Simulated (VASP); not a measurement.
A run of VASP 6.6.1 is set up as follows.

INCAR

```
SYSTEM = IrRh5
PREC = Accurate ; ENCUT = 520
EDIFF = 1E-7 ; ISMEAR = 0
SIGMA = 0.1 ; LREAL = .False.
LASPH = .True. ; NELM = 100
ALGO = Normal ; ISIF = 2
LWAVE = .False. ; LCHARG = .False.
GGA = PE ; NBANDS = 51
```

The input KPOINTS:

```
Automatic mesh
0
Gamma
  6 6 2
  0 0 0
```

File POSCAR:

```
IrRh5
1.0
    2.7262624281      0.0000000000      0.0000000000
    0.0000000000      2.7262624281      0.0000000000
    0.0000000000      0.0000000000     11.4011387998
Ir Rh
1 5
Direct
    0.0000000000      0.0000000000      0.0000000000
    0.0000000000      0.0000000000      0.6653861630
    0.5000000000      0.5000000000      0.8339472674
    0.5000000000      0.5000000000      0.1660527326
    0.0000000000      0.0000000000      0.3346138370
    0.5000000000      0.5000000000      0.5000000000
```

Potentials or basis: VASP PAW PBE potentials, release 64 (Ir, Rh_pv).

The run is started by

```sh
$ cat potpaw_PBE.64/Ir/POTCAR potpaw_PBE.64/Rh_pv/POTCAR > POTCAR
$ mpirun -np 1 vasp_std > vasp.out
```

Task: Estimate the pressure.

Result: 0.1 GPa.

Task: Estimate the largest force.

Result: 0.011 eV/Å.

Task: Estimate the band gap on the k mesh.

Result: Zero (bands 42 and 43 overlap by 1.53 eV).

Forces on the atoms (eV/Å):
```
Ir   0.000  0.000  0.000
Rh   0.000  0.000 -0.005
Rh   0.000  0.000 -0.011
Rh   0.000  0.000  0.011
Rh   0.000  0.000  0.005
Rh   0.000  0.000  0.000
```

Caveat: the k points lie up to 0.38 Å⁻¹ apart, too coarse for converged energies and pressures of a metal; spin-orbit coupling is left out, which moves the levels of the heavy elements.
